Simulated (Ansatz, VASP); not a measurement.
## Mg6F: VASP beside Ansatz

```
CELL_PARAMETERS angstrom
3.20344 0.00000 0.00000
-1.60172 7.81532 0.00000
0.00000 0.00000 20.98511
ATOMIC_POSITIONS crystal
Mg 0.84939 0.69878 0.19061
Mg 0.52100 0.04200 0.21976
Mg 0.19261 0.38523 0.24891
Mg 0.37107 0.74148 0.32830
Mg 0.04262 0.08345 0.35424
Mg 0.71282 0.42511 0.38051
F 0.71282 0.30011 0.52490
```

Alike in both runs: task single point; functional PBE; k mesh 9 × 4 × 1; occupations gaussian, width 0.1 eV; no spin polarisation.

|  | VASP | Ansatz |
| --- | --- | --- |
| version | VASP 6.6.1 | Ansatz 0.2.0 |
| potentials or method | VASP PAW PBE potentials, release 64 (Mg, F), cutoff 520 eV | scalar-relativistic, plane waves, PAW |
| valence electrons in the cell | 19 | 67 |

```tsv
	VASP	Ansatz	Ansatz less VASP
gap on the k mesh at the Fermi level (eV)	none	none	-
rms of the force components (eV/Å)	0.406	0.408	+0.0019
work function, face that differs most (eV)	3.64	3.64	-0.004
```

Atom by atom the forces differ by 0.004 eV/Å (rms over components). A gap of «none» marks a metal or a gap that the smearing closes. With one functional, cell and mesh, what is left measures potentials, basis and numerics. VASP's potentials hold 19 valence electrons a cell and Ansatz's 67, so a difference there can come from the potentials and not from the codes.
